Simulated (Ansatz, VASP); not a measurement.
This is a calculation of MgO for VASP 6.6.1.

INCAR

```
SYSTEM = MgO
  ALGO = Normal
  EDIFF = 1E-6
  ENCUT = 520
  GGA = PS
  ISIF = 2
  ISMEAR = -1
  LASPH = .TRUE.
  LCHARG = .TRUE.
  LELF = .TRUE.
  LREAL = .FALSE.
  LVHAR = .TRUE.
  LWAVE = .FALSE.
  NBANDS = 11
  NELM = 60
  PREC = Accurate
  SIGMA = 0.05
```

The input KPOINTS:

```
k-points
0
G
  11 11 11
  0 0 0
```

The input POSCAR:

```
MgO
1.0
    0.0000000000      2.1245966808      2.1245966808
    2.1245966808      0.0000000000      2.1245966808
    2.1245966808      2.1245966808      0.0000000000
Mg O
1 1
Direct
    0.0000000000      0.0000000000      0.0000000000
    0.5000000000      0.5000000000      0.5000000000
```

Potentials or basis: VASP PAW PBE potentials, release 64 (Mg, O).

Launch:

```console
$ cat potpaw_PBE.64/Mg/POTCAR potpaw_PBE.64/O/POTCAR > POTCAR
$ mpirun -np 1 vasp_std > vasp.out
```

Question: Translate it to Ansatz 0.2.0. Potentials there: all-electron LAPW, scalar-relativistic.

Answer: As run (the cutoff follows the program's own potentials):

File input.yaml:

```yaml
crystal:
  lattice:
    - [0.0, 2.1245966808, 2.1245966808]
    - [2.1245966808, 0.0, 2.1245966808]
    - [2.1245966808, 2.1245966808, 0.0]
  atoms:
    - { symbol: Mg, position: [0.0, 0.0, 0.0] }
    - { symbol: O, position: [0.5, 0.5, 0.5] }
kpoints:
  mp_grid: { grid: [11, 11, 11] }
scf:
  occupations: { method: fermi_dirac, width: 0.05 }
hamiltonian:
  xc: pbesol
  pseudopotentials: { kind: all_electron, lapw: { basis_error: 0.0005 } }
output:
  forces: true
  stress: true
  eigenvalues: true
```

Potentials or basis: all-electron LAPW, scalar-relativistic.

Run with:

```console
$ ansatz run input.yaml --threads 1 --pin off --max-ram 3072MiB --backend cpu --events-out ev --progress --plain --runs-dir out
```

Both were run:

|  | VASP | Ansatz | Ansatz less VASP |
| --- | --- | --- | --- |
| gap on the k mesh at the Fermi level (eV) | 4.38 | 4.39 | +0.003 |
| least direct gap on the mesh (eV) | 4.38 | 4.39 | +0.003 |
| pressure (GPa) | -4.3 | -3.6 | +0.62 |

VASP's potentials were made for PBE, not for PBEsol. Ansatz ran all-electron here, and VASP with PAW potentials.
